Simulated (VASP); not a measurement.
# SnTe (Fm-3m) in VASP: notebook, part 2 of 2

VASP 6.6.1. Earlier steps stand in the parts before.

## Step 3: Relaxation of cell and atoms, PBE

This run uses another cell than the first one, of 31.28 Å³/atom, 0.912 times its volume.

Input file INCAR:

```
SYSTEM = SnTe
PREC = Accurate
ENCUT = 600
EDIFF = 1E-6
ISMEAR = -1
SIGMA = 0.1
LREAL = .FALSE.
LASPH = .TRUE.
NELM = 100
ALGO = Normal
ISIF = 3
LWAVE = .FALSE.
LCHARG = .FALSE.
GGA = PE
IBRION = 2
NSW = 80
EDIFFG = -0.01
```

Input file KPOINTS:

```
regular mesh
0
G
  9 9 9
  0 0 0
```

Input file POSCAR:

```
SnTe
1.0
    0.0000000000      3.1508500000      3.1508500000
    3.1508500000      0.0000000000      3.1508500000
    3.1508500000      3.1508500000      0.0000000000
Sn Te
1 1
Direct
    0.0000000000      0.0000000000      0.0000000000
    0.5000000000      0.5000000000      0.5000000000
```

Potentials or basis: VASP PAW PBE potentials, release 64 (Sn_d, Te).

On the command line:

```sh
> cat potpaw_PBE.64/Sn_d/POTCAR potpaw_PBE.64/Te/POTCAR > POTCAR
> mpirun -np 1 vasp_std > vasp.out
```

Wall time 71 s (1 thread of Intel Xeon Platinum 8259CL at 2.50GHz (Skylake/Cascade Lake), shared host); peak memory 0.24 GiB.

The run converged. Its results:

```
Free energy                            : -7.5671 eV
Relaxed volume                         : 32.90 Å³/atom
Relaxed cell                           : a = 4.532 Å, b = 4.532 Å, c = 4.532 Å, α = 60.00°, β = 60.00°, γ = 60.00°
Space group after relaxing (to 0.05 Å) : Fm-3m (No. 225)
Energy gained by relaxing              : 10.9 meV/atom
Ionic steps                            : 3
Pressure after relaxing                : 0.0 GPa
```

The path:
```
step  energy change (eV)  largest force (eV/Å)  pressure (GPa)  volume (Å³)
   1              0.0000                0.0000            2.23        62.56
   2             -0.0205                0.0000           -0.46        66.59
   3             -0.0218                0.0000           -0.02        65.80
```

Final structure:
```yaml
crystal:
  lattice:
    - [0.00000, 3.20426, 3.20426]
    - [3.20426, 0.00000, 3.20426]
    - [3.20426, 3.20426, 0.00000]
  atoms:
    - { symbol: Sn, position: [0.00000, 0.00000, 0.00000] }
    - { symbol: Te, position: [0.50000, 0.50000, 0.50000] }
```

Levels at points of the mesh, in eV from the Fermi level:
```tsv
k point	band 8	band 9	band 10	band 11	band 12	band 13
(0.00, 0.00, 0.00)	-2.01	-2.01	-2.01	3.24	3.24	3.24
```

Caveat: this odd mesh misses L, where the gap lies, so gap, dielectric constants and Born charges aren't listed; spin-orbit coupling is left out, which moves the levels of the heavy elements. Zero-point motion and thermal expansion aren't in these numbers.

## Step 4: Relaxation of the atoms, r2SCAN

This run uses another cell than the first one, of 31.05 Å³/atom, 0.906 times its volume.

Input file POSCAR:

```
SnTe
1.0
    0.0000000000      3.1430872800      3.1430872800
    3.1430872800      0.0000000000      3.1430872800
    3.1430872800      3.1430872800      0.0000000000
Sn Te
1 1
Direct
    0.0000000000      0.0000000000      0.0000000000
    0.5000000000      0.5000000000      0.5000000000
```

Input file INCAR.step1:

```
  PREC = Accurate
  ENCUT = 520
  ISMEAR = -1
  SIGMA = 0.1
  LREAL = False
  LASPH = True
  NELM = 100
  GGA = PE
  ALGO = Normal
  EDIFF = 1E-4
  LWAVE = True
  LCHARG = False
```

Input file INCAR.step2:

```
  PREC = Accurate
  ENCUT = 520
  EDIFF = 1E-7
  ISMEAR = -1
  SIGMA = 0.1
  LREAL = False
  LASPH = True
  NELM = 100
  ALGO = Normal
  ISIF = 2
  LWAVE = False
  LCHARG = False
  METAGGA = R2SCAN
  LMIXTAU = True
  IBRION = 2
  NSW = 50
  EDIFFG = -0.01
  ISTART = 1
```

Input file KPOINTS:

```
regular mesh
0
Gamma
  9 9 9
```

On the command line:

```sh
> cat potpaw_PBE.64/Sn_d/POTCAR potpaw_PBE.64/Te/POTCAR > POTCAR
> cp INCAR.step1 INCAR
> mpirun -np 1 vasp_std > vasp.out
> cp INCAR.step2 INCAR
> mpirun -np 1 vasp_std > vasp.out
```

Run time: 90 s. Hardware: 1 thread of Intel Xeon 6975P-C, shared host; peak memory 0.23 GiB.

The run converged. Its results:

```
Free energy             : -50.6754 eV
Pressure after relaxing : 1.9 GPa
```

Final structure:
```
Sn Te
1.0
     0.00000    3.14309    3.14309
     3.14309    0.00000    3.14309
     3.14309    3.14309    0.00000
Sn Te
1 1
Cartesian
  0.0000 0.0000 0.0000
  3.1431 3.1431 3.1431
```

Levels at points of the mesh, in eV from the Fermi level:
| k point | band 7 | band 8 | band 9 | band 10 | band 11 | band 12 | band 13 | band 14 |
| --- | --- | --- | --- | --- | --- | --- | --- | --- |
| (0.00, 0.00, 0.00) | -4.71 | -2.53 | -2.53 | -2.53 | 3.44 | 3.44 | 3.44 | 4.94 |

Caveat: the relaxation stopped at its first step, so nothing moved; this odd mesh misses L, where the gap lies, so gap, dielectric constants and Born charges aren't listed; the PAW data sets were made with another functional, which shifts forces and pressure a little; spin-orbit coupling is left out, which moves the levels of the heavy elements.

## Step 5: Relaxation of the atoms, r2SCAN

This run uses another cell than the first one, of 31.70 Å³/atom, 0.925 times its volume.

Input file POSCAR:

```
SnTe
1.0
    0.0000000000      3.1647644200      3.1647644200
    3.1647644200      0.0000000000      3.1647644200
    3.1647644200      3.1647644200      0.0000000000
Sn Te
1 1
Direct
    0.0000000000      0.0000000000      0.0000000000
    0.5000000000      0.5000000000      0.5000000000
```

Input file INCAR.step1:

```
  PREC = Accurate
  ENCUT = 520
  ISMEAR = -1
  SIGMA = 0.1
  LREAL = F
  LASPH = T
  NELM = 60
  GGA = PE
  ALGO = Normal
  EDIFF = 1E-4
  LWAVE = T
  LCHARG = F
```

Input file INCAR.step2:

```
  PREC = Accurate
  ENCUT = 520
  EDIFF = 1E-7
  ISMEAR = -1
  SIGMA = 0.1
  LREAL = F
  LASPH = T
  NELM = 60
  ALGO = Normal
  ISIF = 2
  LWAVE = F
  LCHARG = F
  METAGGA = R2SCAN
  LMIXTAU = T
  IBRION = 2
  NSW = 50
  EDIFFG = -0.01
  ISTART = 1
```

Input file KPOINTS:

```
Automatic mesh
0
Gamma
  9 9 9
```

On the command line:

```sh
> cat potpaw_PBE.64/Sn_d/POTCAR potpaw_PBE.64/Te/POTCAR > POTCAR
> cp INCAR.step1 INCAR
> mpirun -np 1 vasp_std > vasp.out
> cp INCAR.step2 INCAR
> mpirun -np 1 vasp_std > vasp.out
```

It took 1.8 min on 1 thread of Intel Xeon 6975P-C, shared host; peak memory 0.23 GiB.

The run converged. Its results:

```yaml
Free_energy: -50.6868 eV
Pressure_after_relaxing: 0.9 GPa
```

Final structure:
```cif
data_structure
_symmetry_space_group_name_H-M 'P 1'
_symmetry_Int_Tables_number 1
_cell_length_a 4.4757
_cell_length_b 4.4757
_cell_length_c 4.4757
_cell_angle_alpha 60.000
_cell_angle_beta 60.000
_cell_angle_gamma 60.000
_cell_volume 63.39
loop_
_atom_site_label
_atom_site_type_symbol
_atom_site_fract_x
_atom_site_fract_y
_atom_site_fract_z
_atom_site_occupancy
Sn1 Sn 0.00000 0.00000 0.00000 1
Te1 Te 0.50000 0.50000 0.50000 1
```

Levels at points of the mesh, in eV from the Fermi level:
```csv
k point,band 6,band 7,band 8,band 9,band 10,band 11,band 12,band 13,band 14
"(0.00, 0.00, 0.00)",-13.41,-4.80,-2.46,-2.46,-2.46,3.40,3.40,3.40,4.98
```

Caveat: the relaxation stopped at its first step, so nothing moved; this odd mesh misses L, where the gap lies, so gap, dielectric constants and Born charges aren't listed; the PAW data sets were made with another functional, which shifts forces and pressure a little; spin-orbit coupling is left out, which moves the levels of the heavy elements.

## Step 6: Single point, r2SCAN, non-collinear spin, zero start, spin-orbit coupling

This run uses another cell than the first one, of 32.34 Å³/atom, 0.943 times its volume.

Input file POSCAR:

```
SnTe
1.0
    0.0000000000      3.1861486200      3.1861486200
    3.1861486200      0.0000000000      3.1861486200
    3.1861486200      3.1861486200      0.0000000000
Sn Te
1 1
Direct
    0.0000000000      0.0000000000      0.0000000000
    0.5000000000      0.5000000000      0.5000000000
```

Input file INCAR.step1:

```
ALGO = Normal
EDIFF = 1E-5
ENCUT = 550
GGA = PE
GGA_COMPAT = F
ISMEAR = -1
LASPH = T
LCHARG = F
LNONCOLLINEAR = T
LREAL = F
LSORBIT = T
LWAVE = T
MAGMOM = 0 0 0 0 0 0
NBANDS = 32
NELM = 200
PREC = Accurate
SIGMA = 0.1
```

Input file INCAR.step2:

```
ALGO = Normal
EDIFF = 1E-6
ENCUT = 550
GGA_COMPAT = F
ISIF = 2
ISMEAR = -1
ISTART = 1
LASPH = T
LCHARG = F
LMIXTAU = T
LNONCOLLINEAR = T
LORBIT = 11
LORBMOM = T
LREAL = F
LSORBIT = T
LWAVE = F
MAGMOM = 0 0 0 0 0 0
METAGGA = R2SCAN
NBANDS = 32
NELM = 200
PREC = Accurate
SIGMA = 0.1
```

Input file KPOINTS:

```
k-points
0
Gamma
  8 8 8
```

Potentials or basis: VASP PAW PBE potentials, release 64 (Sn_d, Te).

On the command line:

```sh
> cat potpaw_PBE.64/Sn_d/POTCAR potpaw_PBE.64/Te/POTCAR > POTCAR
> cp INCAR.step1 INCAR
> mpirun -np 1 vasp_ncl > vasp.out
> cp INCAR.step2 INCAR
> mpirun -np 1 vasp_ncl > vasp.out
```

Run time: 8.8 min. Hardware: 1 thread of Intel Xeon 6975P-C, shared host; peak memory 0.5 GiB.

Results (log left out):

```
Free energy                                           : -50.8267 eV
Pressure                                              : 0.0 GPa
Net moment                                            : 0.00 μB per cell
Valence electrons inside the program's atomic spheres : Sn 12.06; Te 3.41
```

Moments on the atoms (μB; x, y, z):
```
Sn  0.00 0.00 0.00
Te  0.00 0.00 0.00
```

Caveat: the PAW data sets were made with another functional, which shifts forces and pressure a little.

## Step 7: Overview

| task | level | spin | cell | k mesh | cutoff (eV) | pressure (GPa) |
| --- | --- | --- | --- | --- | --- | --- |
| single point | r2SCAN | off | a = 4.594 Å, angles 60.0°, 2 atoms | 9 × 9 × 9 | 520 | -2.3 |
| relaxation of cell and atoms | PBE | off | relaxed from a = 4.456 Å, angles 60.0°, 2 atoms | 9 × 9 × 9 | 600 | 0.0 |
| relaxation of the atoms | r2SCAN | off | atoms relaxed from a = 4.445 Å, angles 60.0°, 2 atoms | 9 × 9 × 9 | 520 | 1.9 |
| relaxation of the atoms | r2SCAN | off | atoms relaxed from a = 4.476 Å, angles 60.0°, 2 atoms | 9 × 9 × 9 | 520 | 0.9 |
| single point | r2SCAN | non-collinear, zero start, SOC | a = 4.506 Å, angles 60.0°, 2 atoms | 8 × 8 × 8 | 550 | 0.0 |

Alike in all rows: potentials or basis VASP PAW PBE potentials, release 64 (Sn_d, Te); smearing fermi-dirac 0.1 eV.

Caveats: the PAW data sets were made with another functional, which shifts forces and pressure a little (some runs); spin-orbit coupling is left out, which moves the levels of the heavy elements (some runs); the relaxation stopped at its first step, so nothing moved (some runs).

Absolute energies hang on the potentials; compare differences alone.
